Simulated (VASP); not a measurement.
# BiTe (Pm) in VASP: single point with PBE

Aim: the single point of BiTe with PBE.

Everything below comes from runs of VASP 6.6.1. Logs are shortened: lines on timing, memory, paths and dates and some standing lists are left out, and cuts for length are marked.

### 1 The cell of the first run

The structure is monoclinic, space group Pm (No. 6). The conventional cell has a = 4.150 Å, b = 4.441 Å, c = 4.150 Å, α = 90.00°, β = 120.00°, γ = 90.00°. Within 4.2 Å of Bi (site symmetry m) lie 6 Te at 3.14 to 3.40 Å and 6 Bi at 4.15 Å. Within 4.2 Å of Te (site symmetry m) lie 6 Bi at 3.14 to 3.40 Å and 6 Te at 4.15 Å.

### 2 Single point, PBE (atom 1 (Bi) moved 0.2 Å along x)

The input, INCAR:

```
SYSTEM = BiTe
PREC = Accurate ; ENCUT = 500
EDIFF = 1E-6 ; ISMEAR = 0
SIGMA = 0.05 ; LREAL = .False.
LASPH = .True. ; NELM = 120
ALGO = Normal ; ISIF = 2
LWAVE = .False. ; LCHARG = .True.
GGA = PE ; LELF = .True.
LVHAR = .True. ; NBANDS = 18
GGA_COMPAT = .False.
```

The input, KPOINTS:

```
regular mesh
0
Gamma
  10 10 8
  0 0 0
```

The input, POSCAR:

```
BiTe
1.0
    4.1497576262      0.0000000000      0.0000000000
   -2.0748788131      3.5937955239      0.0000000000
    0.0000000000      0.0000000000      4.4405072890
Bi Te
1 1
Direct
    0.0481955859      0.0000000000      0.0000000000
    0.6666666667      0.3333333333      0.5000000000
```

Potentials or basis: VASP PAW PBE potentials, release 64 (Bi_d, Te).

Started as:

```bash
$ cat potpaw_PBE.64/Bi_d/POTCAR potpaw_PBE.64/Te/POTCAR > POTCAR
$ mpirun -np 1 vasp_std > vasp.out
```

OUTCAR:

```text
SYSTEM = BiTe
   PREC = Accurate
   ENCUT = 500
   EDIFF = 1E-6
   ISMEAR = 0
   LREAL = .False.
   LASPH = .True.
   NELM = 120
   ISIF = 2
   GGA = PE

 ion  position               nearest neighbor table
   1  0.048  0.000  0.000-   2 3.14   2 3.14   2 3.27   2 3.27   2 3.40   2 3.40
   2  0.667  0.333  0.500-   1 3.14   1 3.14   1 3.27   1 3.27   1 3.40   1 3.40

  LATTYP: Found a hexagonal cell.
 ALAT       =     4.1497576262
 C/A-ratio  =     1.0700642517

  Lattice vectors:

 A1 = (   4.1497576262,   0.0000000000,   0.0000000000)
 A2 = (  -2.0748788131,   3.5937955239,   0.0000000000)
 A3 = (   0.0000000000,   0.0000000000,   4.4405072890)

Analysis of symmetry for initial positions (statically):
=====================================================================
 Subroutine PRICEL returns:
 Original cell was already a primitive cell.

 Routine SETGRP: Setting up the symmetry group for a
 hexagonal supercell.

 Subroutine GETGRP returns: Found  2 space group operations
 (whereof  2 operations were pure point group operations)
 out of a pool of 24 trial point group operations.

The static configuration has the point symmetry C_1h.

Analysis of symmetry for dynamics (positions and initial velocities):
=====================================================================
 Subroutine PRICEL returns:
 Original cell was already a primitive cell.

 Routine SETGRP: Setting up the symmetry group for a
 hexagonal supercell.

 Subroutine GETGRP returns: Found  2 space group operations
 (whereof  2 operations were pure point group operations)
 out of a pool of 24 trial point group operations.

The dynamic configuration has the point symmetry C_1h.

 Subroutine INISYM returns: Found  2 space group operations
 (whereof  2 operations are pure point group operations),
 and found     1 'primitive' translations

----------------------------------------------------------------------------------------

                                     Primitive cell

  volume of cell :      66.2230

  direct lattice vectors                    reciprocal lattice vectors
     4.149757626  0.000000000  0.000000000     0.240977929  0.139128672  0.000000000
    -2.074878813  3.593795524  0.000000000     0.000000000  0.278257345  0.000000000
     0.000000000  0.000000000  4.440507289     0.000000000  0.000000000  0.225199495

  length of vectors
     4.149757626  4.149757626  4.440507289     0.278257345  0.278257345  0.225199495

  position of ions in fractional coordinates (direct lattice)
     0.048195586  0.000000000  0.000000000
     0.666666667  0.333333333  0.500000000

  ion indices of the primitive-cell ions
   primitive index   ion index
                 1           1
                 2           2

----------------------------------------------------------------------------------------

 KPOINTS: regular mesh

Automatic generation of k-mesh.
 Grid dimensions read from file:
 generate k-points for:   10   10    8

 Generating k-lattice:

  Cartesian coordinates                     Fractional coordinates (reciprocal lattice)
     0.024097793  0.013912867  0.000000000     0.100000000  0.000000000  0.000000000
     0.000000000  0.027825734  0.000000000     0.000000000  0.100000000  0.000000000
     0.000000000  0.000000000  0.028149937     0.000000000  0.000000000  0.125000000

  Length of vectors
     0.027825734  0.027825734  0.028149937

  Shift w.r.t. Gamma in fractional coordinates (k-lattice)
     0.000000000  0.000000000  0.000000000

 Subroutine IBZKPT returns following result:
 ===========================================

 Found    260 irreducible k-points:

 Following reciprocal coordinates:
            Coordinates               Weight
  0.000000  0.000000  0.000000      1.000000
  0.100000  0.000000  0.000000      2.000000
  0.000000  0.100000  0.000000      2.000000
 -0.100000  0.100000  0.000000      2.000000
  0.200000  0.000000  0.000000      2.000000
  0.000000  0.200000  0.000000      2.000000
[... 16 lines left out ...]
 -0.200000  0.300000  0.000000      2.000000
  0.100000  0.200000  0.000000      2.000000
 [... further k-points ...]
   k-points           NKPTS =    260   k-points in BZ     NKDIM =    260   number of bands    NBANDS=     18
   number of dos      NEDOS =    301   number of ions     NIONS =      2
   total plane-waves  NPLWV =  28800
   dimension x,y,z NGX =    30 NGY =   30 NGZ =   32
   dimension x,y,z NGXF=    60 NGYF=   60 NGZF=   64
   ions per type =               1   1
   NGX,Y,Z   is equivalent  to a cutoff of  12.02, 12.02, 11.98 a.u.
   NGXF,Y,Z  is equivalent  to a cutoff of  24.04, 24.04, 23.96 a.u.
 SYSTEM =  BiTe
   PREC   = accura    normal or accurate (medium, high low for compatibility)
   ISTART =      0    job   : 0-new  1-cont  2-samecut
   ICHARG =      2    charge: 1-file 2-atom 10-const
   ISPIN  =      1    spin polarized calculation?
   LNONCOLLINEAR =      F non collinear calculations
   LSORBIT =      F    spin-orbit coupling
   LASPH  =      T    aspherical Exc in radial PAW
   ENCUT  =  500.0 eV  36.75 Ry    6.06 a.u.   7.57  7.57  8.10*2*pi/ulx,y,z
   NELM   =    120;   NELMIN=  2; NELMDL= -5     # of ELM steps
   EDIFF  = 0.1E-05   stopping-criterion for ELM
   LREAL  =      F    real-space projection
   EDIFFG = 0.1E-04   stopping-criterion for IOM
   NSW    =      0    number of steps for IOM
   IBRION =     -1    ionic relax: 0-MD 1-quasi-New 2-CG
   NFREE  =      0    steps in history (QN), initial steepest desc. (CG)
   ISIF   =      2    stress and relaxation
   ISYM   =      2    0-nonsym 1-usesym 2-fastsym
   POTIM  = 0.5000    time-step for ionic-motion
   TEBEG  =    0.0;   TEEND  =   0.0 temperature during run
   PSTRESS=    0.0 pullay stress
   NELECT =      21.0000    total number of electrons
   NUPDOWN=      -1.0000    fix difference up-down
   EMIN   =  10.00;   EMAX   =-10.00  energy-range for DOS
   EFERMI =   0.00;   METHOD = LEGACY
   ISMEAR =     0;   SIGMA  =   0.05  broadening in eV -4-tet -1-fermi 0-gaus
   EFERMI_NEDOS =   21; number of points for ismear=-14 and -15
   IALGO  =     38    algorithm
   IMIX   =      4    mixing-type and parameters
     AMIX     =   0.40;   BMIX     =  1.00
     AMIX_MAG =   1.60;   BMIX_MAG =  1.00
  volume/ion in A,a.u.               =      33.11       223.45
  Fermi-wavevector in a.u.,A,eV,Ry     =   1.116379  2.109651 16.956973  1.246302
  Thomas-Fermi vector in A             =   2.252992
   LORBIT       =      0    0 simple, 1 ext, 2 COOP (PROOUT), +10 PAW based schemes
   GGA     = PE    functional components
   LHFCALC =     F    Hartree Fock is set to
   AEXX    =    0.0000 exact exchange contribution
   IVDW    =     0    specifies the selected vdW correction
   LEPSILON=     F    determine dielectric tensor
   LRPA    =     F    only Hartree local field effects (RPA)
 non-spin polarized calculation
 Gauss-broadening in eV      SIGMA  =   0.05
  energy-cutoff  :      500.00
  volume of cell :       66.22
 maximum number of plane-waves:      1710
   NGX = 15   NGY = 15   NGZ = 17

 number of electron      21.0000000 magnetization

 Free energy of the ion-electron system (eV)
  ---------------------------------------------------
  ext. energy  EPLUGINS =         0.00000000
  ---------------------------------------------------
  free energy    TOTEN  =        -7.00345956 eV

  energy without entropy =       -7.00174134  energy(sigma->0) =       -7.00260045

 E-fermi :   6.7951     XC(G=0):  -9.5787

 val. band max:        6.7831689534   @ k =   0.5000   0.4000   0.0000
 cond. band min:       6.7952237757   @ k =  -0.4000   0.4000   0.0000
 fundamental gap:      0.0120548224
 Fermi energy:         6.7950575531

 k-point     1 :       0.0000    0.0000    0.0000
  band No.  band energies     occupation
      1     -16.4871      2.00000
      2     -16.4673      2.00000
      3     -16.4546      2.00000
      4     -16.4545      2.00000
      5     -16.4535      2.00000
      6      -6.7049      2.00000
[... 10 lines left out ...]
     17      15.5138      0.00000
     18      16.0962      0.00000

 k-point     2 :       0.1000    0.0000    0.0000
  band No.  band energies     occupation
      1     -16.4857      2.00000
      2     -16.4685      2.00000
      3     -16.4549      2.00000
      4     -16.4537      2.00000
      5     -16.4521      2.00000
      6      -6.6068      2.00000
[... 10 lines left out ...]
     17      15.2716      0.00000
     18      16.0892      0.00000

 k-point     3 :       0.0000    0.1000    0.0000
  band No.  band energies     occupation
      1     -16.4860      2.00000
      2     -16.4680      2.00000
      3     -16.4545      2.00000
      4     -16.4541      2.00000
      5     -16.4522      2.00000
      6      -6.6115      2.00000
[... 10 lines left out ...]
     17      15.1206      0.00000
     18      15.9550      0.00000

 k-point     4 :      -0.1000    0.1000    0.0000
  band No.  band energies     occupation
      1     -16.4861      2.00000
      2     -16.4677      2.00000
      3     -16.4546      2.00000
      4     -16.4543      2.00000
      5     -16.4522      2.00000
      6      -6.6173      2.00000
[... 10 lines left out ...]
     17      14.7619      0.00000
     18      15.8807      0.00000

 k-point     5 :       0.2000    0.0000    0.0000
  band No.  band energies     occupation
      1     -16.4822      2.00000
      2     -16.4717      2.00000
      3     -16.4556      2.00000
      4     -16.4543      2.00000
      5     -16.4459      2.00000
      6      -6.3164      2.00000
[... 10 lines left out ...]
     17      15.2168      0.00000
     18      15.6903      0.00000

 k-point     6 :       0.0000    0.2000    0.0000
  band No.  band energies     occupation
      1     -16.4835      2.00000
      2     -16.4700      2.00000
      3     -16.4559      2.00000
      4     -16.4543      2.00000
      5     -16.4461      2.00000
      6      -6.3377      2.00000
[... 307 lines left out ...]
 k-point    21 :      -0.1000    0.3000    0.0000
  band No.  band energies     occupation
      1     -16.4817      2.00000
      2     -16.4702      2.00000
      3     -16.4583      2.00000
      4     -16.4541      2.00000
      5     -16.4413      2.00000
      6      -6.1013      2.00000
[... 10 lines left out ...]
     17      15.4345      0.00000
     18      16.1841      0.00000

 k-point    22 :      -0.3000    0.2000    0.0000
  band No.  band energies     occupation
      1     -16.4813      2.00000
      2     -16.4713      2.00000
      3     -16.4571      2.00000
      4     -16.4538      2.00000
      5     -16.4421      2.00000
      6      -6.1011      2.00000
[... 10 lines left out ...]
     17      15.3043      0.00000
     18      16.1257      0.00000

 k-point    23 :      -0.2000    0.3000    0.0000
  band No.  band energies     occupation
      1     -16.4819      2.00000
      2     -16.4692      2.00000
      3     -16.4590      2.00000
      4     -16.4541      2.00000
      5     -16.4413      2.00000
      6      -6.1240      2.00000
[... 10 lines left out ...]
     17      15.4731      0.00000
     18      16.0998      0.00000

 k-point    24 :       0.1000    0.2000    0.0000
  band No.  band energies     occupation
      1     -16.4809      2.00000
      2     -16.4730      2.00000
      3     -16.4560      2.00000
      4     -16.4538      2.00000
      5     -16.4419      2.00000
      6      -6.0475      2.00000
[... 10 lines left out ...]
     17      15.1677      0.00000
     18      16.0990      0.00000

 [... further k-points ...]
[... 5 lines left out ...]
  --------------------------------------------------------------------------------------
  -------------------------------------------------------------------------------------
  Total        0.1273727      0.0928460      0.2143709      0.2867960      0.0000000      0.0000000
  in kB        3.0816131      2.2462868      5.1864202      6.9386506      0.0000000      0.0000000
  external PRESSURE =       3.5047734 kB  Pullay stress =       0.0000000 kB

 VOLUME and BASIS-vectors are now :
 -----------------------------------------------------------------------------
  energy-cutoff  :      500.00
  volume of cell :       66.22
      direct lattice vectors                 reciprocal lattice vectors
     4.149757626  0.000000000  0.000000000     0.240977929  0.139128672  0.000000000
    -2.074878813  3.593795524  0.000000000     0.000000000  0.278257345  0.000000000
     0.000000000  0.000000000  4.440507289     0.000000000  0.000000000  0.225199495

 POSITION                                       TOTAL-FORCE (eV/Angst)
 -----------------------------------------------------------------------------------
      0.20000      0.00000      0.00000        -0.141257      0.061894      0.000000
      2.07488      1.19793      2.22025         0.141257     -0.061894      0.000000
 -----------------------------------------------------------------------------------
    total drift:                                0.000328      0.000000      0.000000

  FREE ENERGIE OF THE ION-ELECTRON SYSTEM (eV)
  ---------------------------------------------------
  free  energy   TOTEN  =        -7.0034595567 eV

  energy  without entropy=       -7.0017413415  energy(sigma->0) =       -7.00260045
```

It took 5.1 min on 1 thread of Intel Xeon 8259CL, shared host; peak memory 0.4 GiB.

Results:

```yaml
Free_energy: -7.0035 eV
Pressure: 0.4 GPa
Largest_force: 0.154 eV/Å
Band_gap_on_the_k_mesh: zero (an odd number of electrons rules out a gap without spin polarisation)
```

Forces on the atoms (eV/Å):
```
Bi  -0.141  0.062  0.000
Te   0.141 -0.062  0.000
```

Levels at points of the mesh, in eV from the Fermi level:
| k point | band 6 | band 7 | band 8 | band 9 | band 10 | band 11 | band 12 | band 13 | band 14 | band 15 |
| --- | --- | --- | --- | --- | --- | --- | --- | --- | --- | --- |
| (0.00, 0.00, 0.00) | -13.50 | -8.50 | -3.95 | -1.78 | -1.07 | 1.26 | 2.20 | 3.35 | 4.31 | 5.36 |
| (0.50, 0.00, 0.00) | -11.53 | -10.87 | -2.94 | -2.77 | -1.82 | -0.53 | -0.21 | 2.71 | 3.55 | 7.89 |
| (0.00, 0.50, 0.00) | -11.89 | -10.36 | -3.30 | -2.80 | -2.16 | -0.29 | 0.33 | 2.37 | 3.96 | 7.53 |
| (0.50, 0.50, 0.00) | -12.14 | -9.91 | -3.67 | -2.97 | -2.46 | -0.06 | 0.90 | 2.77 | 3.58 | 7.15 |
| (0.00, 0.00, 0.50) | -11.77 | -11.74 | -0.80 | -0.73 | -0.53 | 0.40 | 0.96 | 1.23 | 6.46 | 6.63 |
| (0.50, 0.00, 0.50) | -10.81 | -10.68 | -5.27 | -5.24 | -1.34 | -0.15 | 1.80 | 2.03 | 7.46 | 7.52 |
| (0.00, 0.50, 0.50) | -10.86 | -10.73 | -5.04 | -5.03 | -1.41 | -0.24 | 1.49 | 1.76 | 7.61 | 7.66 |
| (0.50, 0.50, 0.50) | -10.92 | -10.79 | -4.75 | -4.73 | -1.46 | -0.28 | 0.98 | 1.32 | 7.86 | 7.95 |

Caveat: the cell differs from its parent crystal (atom 1 (Bi) moved 0.2 Å along x); spin-orbit coupling is left out, which moves the levels of the heavy elements.
